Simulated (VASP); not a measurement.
# Hf2SiO6 (C2) in VASP: single point with PBE

Aim: the single point of Hf2SiO6 with PBE.

Program: VASP 6.6.1. These are calculated values, not measurements. Logs are shortened: lines on timing, memory, paths and dates and some standing lists are left out, and cuts for length are marked.

### 1 The cell of the first run

It takes space group C2 (No. 5, monoclinic). The conventional cell has a = 9.751 Å, b = 6.000 Å, c = 6.386 Å, α = 90.00°, β = 90.87°, γ = 90.00°. Within 2.6 Å of Hf (site symmetry 1) lie 4 O at 1.95 Å. Si (site symmetry 2) has 4 O at 1.64 Å within 2.2 Å. O (site symmetry 1) has 1 Si at 1.64 Å and 1 Hf at 1.95 Å within 2.2 Å. Within 2.6 Å of O (site symmetry 1) lie 2 Hf at 1.95 Å. O (site symmetry 1) has 1 Si at 1.64 Å and 1 Hf at 1.95 Å within 2.2 Å.

### 2 Single point, PBE

Input file INCAR:

```
SYSTEM = Hf2SiO6
PREC = Accurate
ENCUT = 520
EDIFF = 1E-7
ISMEAR = 0
SIGMA = 0.1
LREAL = .False.
LASPH = .True.
NELM = 60
ALGO = Normal
ISIF = 2
LWAVE = .False.
LCHARG = .False.
GGA = PE
NBANDS = 40
```

Input file KPOINTS:

```
Automatic mesh
0
Gamma
  6 6 4
  0 0 0
```

Input file POSCAR:

```
Hf2SiO6
1.0
    4.8753067416     -2.9999157075     -0.0375714249
    4.8753067416      2.9999157075     -0.0375714249
   -0.0479413644      0.0000000000      6.3862638899
Hf Si O
2 1 6
Direct
    0.0049498672      0.5085022447      0.8209838439
    0.4914977553     -0.0049498672      0.1790161561
    0.5028493692      0.4971506308      0.5000000000
    0.7689328476      0.4478782659      0.6299997780
    0.7938299281      0.8052344522      1.0005175175
    0.4291560205      0.7381030698      0.3362362862
    0.1947655478      0.2061700719     -0.0005175175
    0.5521217341      0.2310671524      0.3700002220
    0.2618969302      0.5708439795      0.6637637138
```

Potentials or basis: VASP PAW PBE potentials, release 64 (Hf_pv, Si, O).

Started as:

```sh
$ cat potpaw_PBE.64/Hf_pv/POTCAR potpaw_PBE.64/Si/POTCAR potpaw_PBE.64/O/POTCAR > POTCAR
$ mpirun -np 1 vasp_std > vasp.out
```

OUTCAR:

```text
SYSTEM = Hf2SiO6
   PREC = Accurate
   ENCUT = 520
   EDIFF = 1E-7
   ISMEAR = 0
   LREAL = .False.
   LASPH = .True.
   NELM = 60
   ISIF = 2
   GGA = PE

 ion  position               nearest neighbor table
   1  0.005  0.509  0.821-   5 1.95   7 1.95   4 1.95   9 1.95   3 3.51   2 3.78   2 3.78
   2  0.491  0.995  0.179-   7 1.95   5 1.95   8 1.95   6 1.95   3 3.51   1 3.78   1 3.78
   3  0.503  0.497  0.500-   4 1.64   8 1.64   6 1.64   9 1.64   1 3.51   2 3.51
   4  0.769  0.448  0.630-   3 1.64   1 1.95
   5  0.794  0.805  0.001-   1 1.95   2 1.95
   6  0.429  0.738  0.336-   3 1.64   2 1.95
   7  0.195  0.206  0.999-   2 1.95   1 1.95
   8  0.552  0.231  0.370-   3 1.64   2 1.95
   9  0.262  0.571  0.664-   3 1.64   1 1.95

  LATTYP: Found a base centered monoclinic cell.
 ALAT       =     9.7509030221
 B/A-ratio  =     0.6153103360
 C/A-ratio  =     0.6549592196
 COS(beta)  =    -0.0152125438

  Lattice vectors:

 A1 = (   4.8753067416,  -2.9999157075,  -0.0375714249)
 A2 = (   4.8753067416,   2.9999157075,  -0.0375714249)
 A3 = (  -0.0479413644,   0.0000000000,   6.3862638899)

Analysis of symmetry for initial positions (statically):
=====================================================================
 Subroutine PRICEL returns:
 Original cell was already a primitive cell.

 Routine SETGRP: Setting up the symmetry group for a
 base centered monoclinic supercell.

 Subroutine GETGRP returns: Found  2 space group operations
 (whereof  2 operations were pure point group operations)
 out of a pool of  4 trial point group operations.

The static configuration has the point symmetry C_2 .

Analysis of symmetry for dynamics (positions and initial velocities):
=====================================================================
 Subroutine PRICEL returns:
 Original cell was already a primitive cell.

 Routine SETGRP: Setting up the symmetry group for a
 base centered monoclinic supercell.

 Subroutine GETGRP returns: Found  2 space group operations
 (whereof  2 operations were pure point group operations)
 out of a pool of  4 trial point group operations.

The dynamic configuration has the point symmetry C_2 .

 Subroutine INISYM returns: Found  2 space group operations
 (whereof  2 operations are pure point group operations),
 and found     1 'primitive' translations

----------------------------------------------------------------------------------------

                                     Primitive cell

  volume of cell :     186.7939

  direct lattice vectors                    reciprocal lattice vectors
     4.875306742 -2.999915708 -0.037571425     0.102563583 -0.166671350  0.000769940
     4.875306742  2.999915708 -0.037571425     0.102563583  0.166671350  0.000769940
    -0.047941364  0.000000000  6.386263890     0.001206796  0.000000000  0.156595135

  length of vectors
     5.724466935  5.724466935  6.386443834     0.195701866  0.195701866  0.156599785

  position of ions in fractional coordinates (direct lattice)
     0.004949867  0.508502245  0.820983844
     0.491497755  0.995050133  0.179016156
     0.502849369  0.497150631  0.500000000
     0.768932848  0.447878266  0.629999778
     0.793829928  0.805234452  0.000517518
     0.429156021  0.738103070  0.336236286
     0.194765548  0.206170072  0.999482482
     0.552121734  0.231067152  0.370000222
     0.261896930  0.570843979  0.663763714

  ion indices of the primitive-cell ions
   primitive index   ion index
                 1           1
                 2           2
                 3           3
                 4           4
                 5           5
                 6           6
                 7           7
                 8           8
                 9           9

----------------------------------------------------------------------------------------

 KPOINTS: Automatic mesh

Automatic generation of k-mesh.
 Grid dimensions read from file:
 generate k-points for:    6    6    4

 Generating k-lattice:

  Cartesian coordinates                     Fractional coordinates (reciprocal lattice)
     0.017093931 -0.027778558  0.000128323     0.166666667 -0.000000000 -0.000000000
     0.017093931  0.027778558  0.000128323    -0.000000000  0.166666667 -0.000000000
     0.000301699  0.000000000  0.039148784     0.000000000  0.000000000  0.250000000

  Length of vectors
     0.032616978  0.032616978  0.039149946

  Shift w.r.t. Gamma in fractional coordinates (k-lattice)
     0.000000000  0.000000000  0.000000000

 Subroutine IBZKPT returns following result:
 ===========================================

 Found     47 irreducible k-points:

 Following reciprocal coordinates:
            Coordinates               Weight
  0.000000  0.000000  0.000000      1.000000
  0.166667  0.000000  0.000000      4.000000
  0.333333  0.000000  0.000000      4.000000
  0.500000  0.000000  0.000000      2.000000
  0.166667  0.166667  0.000000      2.000000
  0.333333  0.166667  0.000000      4.000000
[... 16 lines left out ...]
 -0.333333  0.166667  0.250000      4.000000
 -0.166667  0.166667  0.250000      4.000000
 [... further k-points ...]
   k-points           NKPTS =     47   k-points in BZ     NKDIM =     47   number of bands    NBANDS=     40
   number of dos      NEDOS =    301   number of ions     NIONS =      9
   total plane-waves  NPLWV = 110592
   dimension x,y,z NGX =    48 NGY =   48 NGZ =   48
   dimension x,y,z NGXF=    96 NGYF=   96 NGZF=   96
   ions per type =               2   1   6
   NGX,Y,Z   is equivalent  to a cutoff of  13.94, 13.94, 12.49 a.u.
   NGXF,Y,Z  is equivalent  to a cutoff of  27.88, 27.88, 24.99 a.u.
 SYSTEM =  Hf2SiO6
   PREC   = accura    normal or accurate (medium, high low for compatibility)
   ISTART =      0    job   : 0-new  1-cont  2-samecut
   ICHARG =      2    charge: 1-file 2-atom 10-const
   ISPIN  =      1    spin polarized calculation?
   LNONCOLLINEAR =      F non collinear calculations
   LSORBIT =      F    spin-orbit coupling
   LASPH  =      T    aspherical Exc in radial PAW
   ENCUT  =  520.0 eV  38.22 Ry    6.18 a.u.  10.64 10.64 11.87*2*pi/ulx,y,z
   NELM   =     60;   NELMIN=  2; NELMDL= -5     # of ELM steps
   EDIFF  = 0.1E-06   stopping-criterion for ELM
   LREAL  =      F    real-space projection
   EDIFFG = 0.1E-05   stopping-criterion for IOM
   NSW    =      0    number of steps for IOM
   IBRION =     -1    ionic relax: 0-MD 1-quasi-New 2-CG
   NFREE  =      0    steps in history (QN), initial steepest desc. (CG)
   ISIF   =      2    stress and relaxation
   ISYM   =      2    0-nonsym 1-usesym 2-fastsym
   POTIM  = 0.5000    time-step for ionic-motion
   TEBEG  =    0.0;   TEEND  =   0.0 temperature during run
   PSTRESS=    0.0 pullay stress
   NELECT =      60.0000    total number of electrons
   NUPDOWN=      -1.0000    fix difference up-down
   EMIN   =  10.00;   EMAX   =-10.00  energy-range for DOS
   EFERMI =   0.00;   METHOD = LEGACY
   ISMEAR =     0;   SIGMA  =   0.10  broadening in eV -4-tet -1-fermi 0-gaus
   EFERMI_NEDOS =   21; number of points for ismear=-14 and -15
   IALGO  =     38    algorithm
   IMIX   =      4    mixing-type and parameters
     AMIX     =   0.40;   BMIX     =  1.00
     AMIX_MAG =   1.60;   BMIX_MAG =  1.00
  volume/ion in A,a.u.               =      20.75       140.06
  Fermi-wavevector in a.u.,A,eV,Ry     =   1.121169  2.118702 17.102788  1.257019
  Thomas-Fermi vector in A             =   2.257820
   LORBIT       =      0    0 simple, 1 ext, 2 COOP (PROOUT), +10 PAW based schemes
   GGA     = PE    functional components
   LHFCALC =     F    Hartree Fock is set to
   AEXX    =    0.0000 exact exchange contribution
   IVDW    =     0    specifies the selected vdW correction
   LEPSILON=     F    determine dielectric tensor
   LRPA    =     F    only Hartree local field effects (RPA)
 non-spin polarized calculation
 Gauss-broadening in eV      SIGMA  =   0.10
  energy-cutoff  :      520.00
  volume of cell :      186.79
 maximum number of plane-waves:      5048
 NGX is ok and might be reduce to    48
   NGX = 21   NGY = 21   NGZ = 23

 number of electron      60.0000000 magnetization

 Free energy of the ion-electron system (eV)
  ---------------------------------------------------
  ext. energy  EPLUGINS =         0.00000000
  ---------------------------------------------------
  free energy    TOTEN  =       -83.27209578 eV

  energy without entropy =      -83.27209578  energy(sigma->0) =      -83.27209578

 E-fermi :  -1.3442     XC(G=0):  -7.5369

 val. band max:       -1.8187040435   @ k =   0.0000   0.0000   0.5000
 cond. band min:       2.7968055038   @ k =   0.0000   0.0000   0.0000
 fundamental gap:      4.6155095474
 Fermi energy:        -1.3441810081

 k-point     1 :       0.0000    0.0000    0.0000
  band No.  band energies     occupation
      1     -30.5323      2.00000
      2     -30.4970      2.00000
      3     -30.4655      2.00000
      4     -30.4560      2.00000
      5     -30.3860      2.00000
      6     -30.3309      2.00000
[... 32 lines left out ...]
     39       6.2811      0.00000
     40       6.5920      0.00000

 k-point     2 :       0.1667    0.0000    0.0000
  band No.  band energies     occupation
      1     -30.5301      2.00000
      2     -30.4995      2.00000
      3     -30.4651      2.00000
      4     -30.4569      2.00000
      5     -30.3821      2.00000
      6     -30.3345      2.00000
[... 935 lines left out ...]
     39       6.0787      0.00000
     40       6.2424      0.00000

 k-point    24 :      -0.1667    0.1667    0.2500
  band No.  band energies     occupation
      1     -30.5245      2.00000
      2     -30.5061      2.00000
      3     -30.4636      2.00000
      4     -30.4592      2.00000
      5     -30.3715      2.00000
      6     -30.3439      2.00000
[... 32 lines left out ...]
     39       6.0330      0.00000
     40       6.2589      0.00000

 [... further k-points ...]

------------------------ aborting loop because EDIFF is reached ----------------------------------------

  FORCE on cell =-STRESS in cart. coord.  units (eV):
  Direction    XX          YY          ZZ          XY          YZ          ZX
  --------------------------------------------------------------------------------------
  -------------------------------------------------------------------------------------
  Total       -0.6752744     -0.5818114     -0.5865366      0.0000000      0.0000000      0.0505859
  in kB       -5.7919941     -4.9903394     -5.0308685      0.0000000      0.0000000      0.4338879
  external PRESSURE =      -5.2710674 kB  Pullay stress =       0.0000000 kB

 VOLUME and BASIS-vectors are now :
 -----------------------------------------------------------------------------
  energy-cutoff  :      520.00
  volume of cell :      186.79
      direct lattice vectors                 reciprocal lattice vectors
     4.875306742 -2.999915708 -0.037571425     0.102563583 -0.166671350  0.000769940
     4.875306742  2.999915708 -0.037571425     0.102563583  0.166671350  0.000769940
    -0.047941364  0.000000000  6.386263890     0.001206796  0.000000000  0.156595135

 POSITION                                       TOTAL-FORCE (eV/Angst)
 -----------------------------------------------------------------------------------
      2.46388      1.51061      5.22373         0.001781     -0.003061     -0.021956
      7.23879      1.51061      1.08739        -0.001781     -0.003061      0.021956
      4.85134     -0.01710      3.15556        -0.000000      0.002409     -0.000000
      5.90212     -0.96314      3.97763         0.138879     -0.055184      0.117186
      7.79590      0.03421     -0.05677        -0.070796     -0.002329      0.001362
      5.67463      0.92682      2.10344         0.152089      0.059370     -0.100410
      1.90677      0.03421      6.36790         0.070796     -0.002329     -0.001362
      3.80055     -0.96314      2.33349        -0.138879     -0.055184     -0.117186
      4.02805      0.92682      4.20768        -0.152089      0.059370      0.100410
 -----------------------------------------------------------------------------------
    total drift:                                0.000000      0.000033     -0.000000

  FREE ENERGIE OF THE ION-ELECTRON SYSTEM (eV)
  ---------------------------------------------------
  free  energy   TOTEN  =       -83.2720957818 eV

  energy  without entropy=      -83.2720957818  energy(sigma->0) =      -83.27209578
```

It took 12 min on 1 thread of Oxide Virtual Turin-like, shared host; peak memory 0.47 GiB.

What came out:

```
Free energy            : -83.2721 eV
Pressure               : -0.5 GPa
Largest force          : 0.192 eV/Å
Band gap on the k mesh : 4.62 eV (least direct gap 4.81 eV)
```

Forces on the atoms (eV/Å):
```
Hf   0.002 -0.003 -0.022
Hf  -0.002 -0.003  0.022
Si   0.000  0.002  0.000
O    0.139 -0.055  0.117
O   -0.071 -0.002  0.001
O    0.152  0.059 -0.100
O    0.071 -0.002 -0.001
O   -0.139 -0.055 -0.117
O   -0.152  0.059  0.100
```

Caveat: spin-orbit coupling is left out, which moves the levels of the heavy elements. A k mesh can miss the band edges.
